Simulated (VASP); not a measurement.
# Mo (I4/mmm) in VASP: a series of runs, part 2 of 2

VASP 6.6.1. Earlier steps stand in the parts before.

### 5 Single point, r2SCAN (strain -0.0150 x Voigt [1, 0, 0, 0, 0, 0])

File POSCAR:

```
Mo
1.0
   -1.5474350000      1.5710000000      1.5710000000
    1.5474350000     -1.5710000000      1.5710000000
    1.5474350000      1.5710000000     -1.5710000000
Mo
1
Direct
    0.0000000000      0.0000000000      0.0000000000
```

File INCAR.step1:

```
SYSTEM = Mo
ALGO = Normal ; EDIFF = 1E-4
ENCUT = 520 ; GGA = PE
ISMEAR = 0 ; LASPH = .True.
LCHARG = .False. ; LREAL = .False.
LWAVE = .True. ; NBANDS = 13
NELM = 60 ; PREC = Accurate
SIGMA = 0.15
```

File INCAR.step2:

```
SYSTEM = Mo
ALGO = Normal ; EDIFF = 1E-6
ENCUT = 520 ; ISIF = 2
ISMEAR = 0 ; ISTART = 1
LASPH = .True. ; LCHARG = .False.
LMIXTAU = .True. ; LREAL = .False.
LWAVE = .False. ; METAGGA = R2SCAN
NBANDS = 13 ; NELM = 60
PREC = Accurate ; SIGMA = 0.15
```

File KPOINTS:

```
k-points
0
Gamma
  22 22 22
  0 0 0
```

Potentials or basis: VASP PAW PBE potentials, release 64 (Mo_sv).

On the command line:

```console
> cat potpaw_PBE.64/Mo_sv/POTCAR > POTCAR
> cp INCAR.step1 INCAR
> mpirun -np 1 vasp_std > vasp.out
> cp INCAR.step2 INCAR
> mpirun -np 1 vasp_std > vasp.out
```

OUTCAR:

```text
SYSTEM = Mo
   EDIFF = 1E-6
   ENCUT = 520
   ISIF = 2
   ISMEAR = 0
   ISTART = 1
   LASPH = .True.
   LREAL = .False.
   METAGGA = R2SCAN
   NELM = 60
   PREC = Accurate

 ion  position               nearest neighbor table
   1  0.000  0.000  0.000-

  LATTYP: Found a body centered tetragonal cell.
 ALAT       =     3.1420000000
 C/A-ratio  =     0.9850000000

  Lattice vectors:

 A1 = (  -1.5474350000,   1.5710000000,  -1.5710000000)
 A2 = (  -1.5474350000,  -1.5710000000,   1.5710000000)
 A3 = (   1.5474350000,   1.5710000000,   1.5710000000)

Analysis of symmetry for initial positions (statically):
=====================================================================
 Subroutine PRICEL returns:
 Original cell was already a primitive cell.

 Routine SETGRP: Setting up the symmetry group for a
 body centered tetragonal supercell.

 Subroutine GETGRP returns: Found 16 space group operations
 (whereof 16 operations were pure point group operations)
 out of a pool of 16 trial point group operations.

The static configuration has the point symmetry D_4h.

Analysis of symmetry for dynamics (positions and initial velocities):
=====================================================================
 Subroutine PRICEL returns:
 Original cell was already a primitive cell.

 Routine SETGRP: Setting up the symmetry group for a
 body centered tetragonal supercell.

 Subroutine GETGRP returns: Found 16 space group operations
 (whereof 16 operations were pure point group operations)
 out of a pool of 16 trial point group operations.

The dynamic configuration has the point symmetry D_4h.

 Subroutine INISYM returns: Found 16 space group operations
 (whereof 16 operations are pure point group operations),
 and found     1 'primitive' translations

----------------------------------------------------------------------------------------

                                     Primitive cell

  volume of cell :      15.2765
[... 113 lines left out ...]
   LHFCALC =     F    Hartree Fock is set to
   AEXX    =    0.0000 exact exchange contribution
   IVDW    =     0    specifies the selected vdW correction
   LEPSILON=     F    determine dielectric tensor
   LRPA    =     F    only Hartree local field effects (RPA)
 non-spin polarized calculation
 Gauss-broadening in eV      SIGMA  =   0.15
  energy-cutoff  :      520.00
  volume of cell :       15.28
 maximum number of plane-waves:       426
   NGX =  9   NGY =  9   NGZ =  9

 number of electron      13.9999998 magnetization

 Free energy of the ion-electron system (eV)
  ---------------------------------------------------
  ext. energy  EPLUGINS =         0.00000000
  ---------------------------------------------------
  free energy    TOTEN  =       -26.06789717 eV

  energy without entropy =      -26.06127204  energy(sigma->0) =      -26.06458460

 E-fermi :  12.9230     XC(G=0): -14.7831

 val. band max:       12.9180072499   @ k =   0.4091  -0.3182   0.2727
 cond. band min:      12.9285146687   @ k =   0.3636  -0.2727   0.1818
 fundamental gap:      0.0105074188
 Fermi energy:        12.9230123417

 k-point     1 :       0.0000    0.0000    0.0000
  band No.  band energies     occupation
      1     -50.3033      2.00000
      2     -22.7181      2.00000
      3     -22.7181      2.00000
      4     -22.7125      2.00000
      5       5.1908      2.00000
      6      11.3298      2.00000
      7      11.5237      2.00000
      8      11.5237      2.00000
      9      14.7503      0.00000
     10      15.0003      0.00000
     11      28.3481      0.00000
     12      28.3481      0.00000
     13      28.6706      0.00000
[... 354 lines left out ...]
  band No.  band energies     occupation
      1     -50.2783      2.00000
      2     -22.8530      2.00000
      3     -22.7606      2.00000
      4     -22.7169      2.00000
      5       5.5813      2.00000
      6      11.1881      2.00000
      7      11.4696      2.00000
      8      11.8089      2.00000
      9      14.5896      0.00000
     10      14.8626      0.00000
     11      28.7531      0.00000
     12      29.0143      0.00000
     13      29.2823      0.00000

 [... further k-points ...]

------------------------ aborting loop because EDIFF is reached ----------------------------------------

  FORCE on cell =-STRESS in cart. coord.  units (eV):
  Direction    XX          YY          ZZ          XY          YZ          ZX
  --------------------------------------------------------------------------------------
  -------------------------------------------------------------------------------------
  Total        1.0949169      0.5962758      0.5962758     -0.0000000      0.0000000      0.0000000
  in kB      114.8330701     62.5364209     62.5364209     -0.0000000      0.0000000      0.0000000
  external PRESSURE =      79.9686373 kB  Pullay stress =       0.0000000 kB

 VOLUME and BASIS-vectors are now :
 -----------------------------------------------------------------------------
  energy-cutoff  :      520.00
  volume of cell :       15.28
      direct lattice vectors                 reciprocal lattice vectors
    -1.547435000  1.571000000  1.571000000     0.000000000  0.318268619  0.318268619
     1.547435000 -1.571000000  1.571000000     0.323115349  0.000000000  0.318268619
     1.547435000  1.571000000 -1.571000000     0.323115349  0.318268619  0.000000000

 POSITION                                       TOTAL-FORCE (eV/Angst)
 -----------------------------------------------------------------------------------
      0.00000      0.00000      0.00000         0.000000      0.000000     -0.000000
 -----------------------------------------------------------------------------------
    total drift:                                0.000000     -0.000000      0.000000

  FREE ENERGIE OF THE ION-ELECTRON SYSTEM (eV)
  ---------------------------------------------------
  free  energy   TOTEN  =       -26.0678971674 eV

  energy  without entropy=      -26.0612720418  energy(sigma->0) =      -26.06458460
```

OSZICAR.step1:

```text
N       E                     dE             d eps       ncg     rms          rms(c)
DAV:   1     0.934893720166E+02    0.93489E+02   -0.80995E+03 21899   0.111E+03
DAV:   2    -0.103807002790E+02   -0.10387E+03   -0.99930E+02 24824   0.313E+02
DAV:   3    -0.115515474492E+02   -0.11708E+01   -0.11677E+01 24264   0.332E+01
DAV:   4    -0.115541873121E+02   -0.26399E-02   -0.26398E-02 24304   0.191E+00
DAV:   5    -0.115542036844E+02   -0.16372E-04   -0.16374E-04 24273   0.135E-01    0.155E+01
DAV:   6    -0.110023957505E+02    0.55181E+00   -0.67371E-01 22269   0.102E+01    0.444E+00
DAV:   7    -0.109228519769E+02    0.79544E-01   -0.14493E-01 24154   0.451E+00    0.896E-01
DAV:   8    -0.109192409080E+02    0.36111E-02   -0.39944E-03 22484   0.808E-01    0.167E-01
DAV:   9    -0.109192927282E+02   -0.51820E-04   -0.94861E-05 17203   0.127E-01
   1 F= -.10919293E+02 E0= -.10915660E+02  d E =-.726637E-02
```

Run time: 7.3 min. Hardware: 1 thread of Intel Xeon 8259CL, shared host; peak memory 0.26 GiB.

Results:

```
Free energy            : -26.0679 eV
Pressure               : 8.0 GPa
Band gap on the k mesh : zero (bands 7 and 8 overlap by 5.69 eV)
```

Levels at points of the mesh, in eV from the Fermi level:
| k point | band 5 | band 6 | band 7 | band 8 | band 9 | band 10 |
| --- | --- | --- | --- | --- | --- | --- |
| (0.00, 0.00, 0.00) | -7.73 | -1.59 | -1.40 | -1.40 | 1.83 | 2.08 |
| (0.50, 0.00, 0.00) | -5.72 | -3.56 | 1.59 | 1.78 | 2.59 | 5.08 |
| (0.00, 0.50, 0.00) | -5.75 | -3.76 | 1.73 | 2.01 | 2.73 | 5.11 |
| (0.50, 0.50, 0.50) | -5.86 | -5.82 | 4.26 | 4.26 | 4.32 | 9.53 |

Caveat: the cell differs from its parent crystal (strain -0.0150 x Voigt [1, 0, 0, 0, 0, 0]); the stress differs along the axes, from 6 to 11 GPa; the PAW data sets were made with another functional, which shifts forces and pressure a little.

### 6 The runs side by side

| cell | gap on the mesh (eV) | pressure (GPa) |
| --- | --- | --- |
| a = 2.668 Å, angles 112.8, 107.8, 107.8°, 1 atom | none | 24.1 |
| a = 2.681 Å, angles 111.9, 108.3, 108.3°, 1 atom | none | 18.2 |
| a = 2.694 Å, angles 111.1, 108.7, 108.7°, 1 atom | none | 12.9 |
| a = 2.708 Å, angles 110.3, 109.1, 109.1°, 1 atom | none | 8.0 |

Alike in all rows: task single point; level r2SCAN; potentials or basis VASP PAW PBE potentials, release 64 (Mo_sv); no spin polarisation; k mesh 22 × 22 × 22; cutoff (eV) 520; smearing gaussian 0.15 eV.

Caveats: the PAW data sets were made with another functional, which shifts forces and pressure a little; the stress differs along the axes, from 16 to 40 GPa (at least some runs); the stress differs along the axes, from 12 to 30 GPa (at least some runs); the stress differs along the axes, from 9 to 20 GPa (at least some runs); the stress differs along the axes, from 6 to 11 GPa (at least some runs).

Total energies depend on the potentials used, so only differences within one code and one set of settings carry meaning.
